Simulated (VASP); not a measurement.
# ScH3Br2 (P-3m1) in VASP: notebook, part 2 of 2

VASP 6.6.1.

## (5) Relaxation of cell and atoms, PBE

Contents of INCAR:

```
ALGO = Normal
EDIFF = 1E-6
EDIFFG = -0.01
ENCUT = 600
GGA = PE
IBRION = 2
ISIF = 3
ISMEAR = 0
LASPH = T
LCHARG = F
LREAL = F
LWAVE = F
NELM = 60
NSW = 100
PREC = Accurate
SIGMA = 0.1
```

Contents of KPOINTS:

```
k-points
0
Gamma
  12 12 6
```

Contents of POSCAR:

```
ScH3Br2
1.0
    3.4813221111      0.0000000000      0.0000000000
   -1.7406610555      3.0149133869      0.0000000000
    0.0000000000      0.0000000000      7.5783074975
Sc H Br
1 3 2
Direct
    0.0000000000      0.0000000000      0.0000000000
    0.3333333333      0.6666666667      0.0423741259
    0.6666666667      0.3333333333      0.9576258741
    0.0000000000      0.0000000000      0.5000000000
    0.3333333333      0.6666666667      0.6881148961
    0.6666666667      0.3333333333      0.3118851039
```

Potentials or basis: VASP PAW PBE potentials, release 64 (Sc_sv, H, Br).

Launch:

```bash
> cat potpaw_PBE.64/Sc_sv/POTCAR potpaw_PBE.64/H/POTCAR potpaw_PBE.64/Br/POTCAR > POTCAR
> mpirun -np 1 vasp_std > vasp.out
```

OUTCAR:

```text
EDIFF = 1E-6
   EDIFFG = -0.01
   ENCUT = 600
   GGA = PE
   IBRION = 2
   ISIF = 3
   ISMEAR = 0
   LASPH = T
   LREAL = F
   NELM = 60
   NSW = 100
   PREC = Accurate

 ion  position               nearest neighbor table
   1  0.000  0.000  0.000-   2 2.04   3 2.04   2 2.04   3 2.04   3 2.04   2 2.04   5 3.10   6 3.10
                             6 3.10   5 3.10   6 3.10   5 3.10
   2  0.333  0.667  0.042-   1 2.04   1 2.04   1 2.04
   3  0.667  0.333  0.958-   1 2.04   1 2.04   1 2.04
   4  0.000  0.000  0.500-
   5  0.333  0.667  0.688-   1 3.10   1 3.10   1 3.10
   6  0.667  0.333  0.312-   1 3.10   1 3.10   1 3.10

  LATTYP: Found a hexagonal cell.
 ALAT       =     3.4813221111
 C/A-ratio  =     2.1768475469

  Lattice vectors:

 A1 = (   3.4813221111,   0.0000000000,   0.0000000000)
 A2 = (  -1.7406610555,   3.0149133869,   0.0000000000)
 A3 = (   0.0000000000,   0.0000000000,   7.5783074975)
[... 268 lines left out ...]
  ext. energy  EPLUGINS =         0.00000000
  ---------------------------------------------------
  free energy    TOTEN  =       -20.82447412 eV

  energy without entropy =      -20.82099396  energy(sigma->0) =      -20.82273404

 E-fermi :   3.2044     XC(G=0):  -9.9395

 val. band max:        3.1958821748   @ k =   0.4167   0.1667   0.0000
 cond. band min:       3.2113214611   @ k =   0.5000  -0.0000   0.1667
 fundamental gap:      0.0154392863
 Fermi energy:         3.2044092158

 k-point     1 :       0.0000    0.0000    0.0000
  band No.  band energies     occupation
      1     -46.4525      2.00000
      2     -25.2055      2.00000
      3     -24.8875      2.00000
      4     -24.8875      2.00000
      5     -12.4790      2.00000
      6     -11.7983      2.00000
[... 481 lines left out ...]
      5     -12.2459      2.00000
      6     -11.6733      2.00000
[... 10 lines left out ...]
     17       5.8870      0.00000
     18       5.9945      0.00000

 [... further k-points ...]
[... 5 lines left out ...]
  --------------------------------------------------------------------------------------
  -------------------------------------------------------------------------------------
  Total       -0.0213746     -0.0213746     -0.0450958     -0.0000000      0.0000000     -0.0000000
  in kB       -0.4293678     -0.4293678     -0.9058713     -0.0000000      0.0000000     -0.0000000
  external PRESSURE =      -0.5882023 kB  Pullay stress =       0.0000000 kB
[... 21 lines left out ...]
  FREE ENERGIE OF THE ION-ELECTRON SYSTEM (eV)
  ---------------------------------------------------
  free  energy   TOTEN  =       -20.8244741204 eV

  energy  without entropy=      -20.8209939583  energy(sigma->0) =      -20.82273404

 reached required accuracy - stopping structural energy minimisation
```

CONTCAR:

```text
ScH3Br2
   1.00000000000000
     3.4821194774691944    0.0000000000000132    0.0000000000000000
    -1.7410597386845743    3.0156039264317918   -0.0000000000000000
     0.0000000000000000   -0.0000000000000000    7.5955976400486325
  Sc              H               Br
     1     3     2
Direct
     0.0000000000000000    1.0000000000000000    0.0000000000000000
     0.3333333332999970    0.6666666667000030    0.0427166521623357
     0.6666666667000030    0.3333333332999970    0.9572833478376643
     0.0000000000000000    1.0000000000000000    0.5000000000000000
     0.3333333332999970    0.6666666667000030    0.6886137778166832
     0.6666666667000030    0.3333333332999970    0.3113862221833167

  0.00000000E+00  0.00000000E+00  0.00000000E+00
  0.00000000E+00  0.00000000E+00  0.00000000E+00
  0.00000000E+00  0.00000000E+00  0.00000000E+00
  0.00000000E+00  0.00000000E+00  0.00000000E+00
  0.00000000E+00  0.00000000E+00  0.00000000E+00
  0.00000000E+00  0.00000000E+00  0.00000000E+00
```

Run time: 3.4 min. Hardware: 1 thread of AMD EPYC 9R45 (Zen 5), shared host; peak memory 0.33 GiB.

What came out:

| Item | Value |
| --- | --- |
| Free energy | -20.8245 eV |
| Relaxed volume | 13.29 Å³/atom |
| Relaxed cell | a = 3.482 Å, b = 3.482 Å, c = 7.596 Å, α = 90.00°, β = 90.00°, γ = 120.00° |
| Space group after relaxing (to 0.1 Å) | P-3m1 (No. 164) |
| Energy gained by relaxing | 0.0 meV/atom |
| Ionic steps | 3 |
| Pressure after relaxing | -0.1 GPa |
| Largest force after relaxing | 0.010 eV/Å |
| Band gap on the k mesh | zero (bands 14 and 15 overlap by 1.01 eV) |

Forces in eV/Å, atoms in the order of the input:
```
Sc   0.000  0.000  0.000
H    0.000  0.000  0.010
H    0.000  0.000 -0.010
H    0.000  0.000  0.000
Br   0.000  0.000  0.009
Br   0.000  0.000 -0.009
```

The path:
| step | energy change (eV) | largest force (eV/Å) | pressure (GPa) | volume (Å³) |
| --- | --- | --- | --- | --- |
| 1 | 0.0000 | 0.0285 | 0.08 | 79.54 |
| 2 | -0.0002 | 0.0218 | 0.03 | 79.62 |
| 3 | -0.0003 | 0.0097 | -0.06 | 79.76 |

Final structure:
```
Sc H Br
1.0
     3.48212    0.00000    0.00000
    -1.74106    3.01560    0.00000
     0.00000    0.00000    7.59560
Sc H Br
1 3 2
Direct
  0.00000 0.00000 0.00000
  0.33333 0.66667 0.04272
  0.66667 0.33333 0.95728
  0.00000 0.00000 0.50000
  0.33333 0.66667 0.68861
  0.66667 0.33333 0.31139
```

## (6) The runs side by side

| task | cell | k mesh | cutoff (eV) | gap on the mesh (eV) | pressure (GPa) | relaxed volume (Å³/atom) | largest force (eV/Å) |
| --- | --- | --- | --- | --- | --- | --- | --- |
| single point | a = 3.481, b = 3.481, c = 7.578 Å, angles 90.0, 90.0, 120.0°, 6 atoms, atomic positions A | 6 × 6 × 2 | 520 | none | 0.0 | - | 0.01 |
| relaxation of cell and atoms | relaxed from a = 3.706, b = 3.706, c = 9.081 Å, angles 90.0, 90.0, 120.0°, 6 atoms, atomic positions B | 6 × 6 × 2 | 600 | none | -0.1 | 13.28 | 0.02 |
| single point | a = 3.479, b = 3.479, c = 7.588 Å, angles 90.0, 90.0, 120.0°, 6 atoms, atomic positions C | 12 × 12 × 6 | 520 | none | 0.0 | - | 0.01 |
| relaxation of cell and atoms | relaxed from a = 3.481, b = 3.481, c = 7.578 Å, angles 90.0, 90.0, 120.0°, 6 atoms, atomic positions A | 12 × 12 × 6 | 600 | none | -0.1 | 13.29 | 0.01 |

Alike in all rows: level PBE; potentials or basis VASP PAW PBE potentials, release 64 (Sc_sv, H, Br); no spin polarisation; smearing gaussian 0.1 eV.

Caveats: some runs use coarse meshes; the volume moved by over 15 % at a fixed basis, so the end points are rough (at least some runs).

Total energies depend on the potentials used, so only differences within one code and one set of settings carry meaning.

The gap in the log of VASP goes by the Fermi energy; the results here count the filled bands.